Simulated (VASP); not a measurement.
Input of a VASP 6.6.1 run:

INCAR

```
SYSTEM = AgCl
PREC = Accurate ; ENCUT = 520
EDIFF = 1E-7 ; ISMEAR = -1
SIGMA = 0.03 ; LREAL = .FALSE.
LASPH = .TRUE. ; NELM = 100
ALGO = Normal ; ISIF = 2
LWAVE = .FALSE. ; LCHARG = .FALSE.
GGA = PE ; NBANDS = 26
```

The input KPOINTS:

```
Automatic mesh
0
G
  9 9 8
  0 0 0
```

Contents of POSCAR:

```
AgCl
1.0
    1.8771253955     -5.5750558207      0.0000000000
    1.8771253955      5.5750558207      0.0000000000
    0.0000000000      0.0000000000      3.9370741147
Ag Cl
2 2
Direct
    0.3965554000      0.6034446000      0.7500000000
    0.6034446000      0.3965554000      0.2500000000
    0.8654487300      0.1345512700      0.2500000000
    0.1345512700      0.8654487300      0.7500000000
```

Potentials or basis: VASP PAW PBE potentials, release 64 (Ag, Cl).

The run is started by

```console
$ cat potpaw_PBE.64/Ag/POTCAR potpaw_PBE.64/Cl/POTCAR > POTCAR
$ mpirun -np 1 vasp_std > vasp.out
```

Question: Estimate the pressure.

Answer: 1.0 GPa.

Question: What does it give for the band gap on the k mesh?

Answer: 0.49 eV (least direct gap 1.94 eV).

Question: What does it give for the largest force?

Answer: 0.019 eV/Å.

Stress tensor (GPa, compression positive):
```
0.91 0.00 0.00
0.00 1.25 0.00
0.00 0.00 0.88
```

Caveat: semilocal functionals underestimate gaps, and a narrow one can read as zero. A k mesh can miss the band edges.
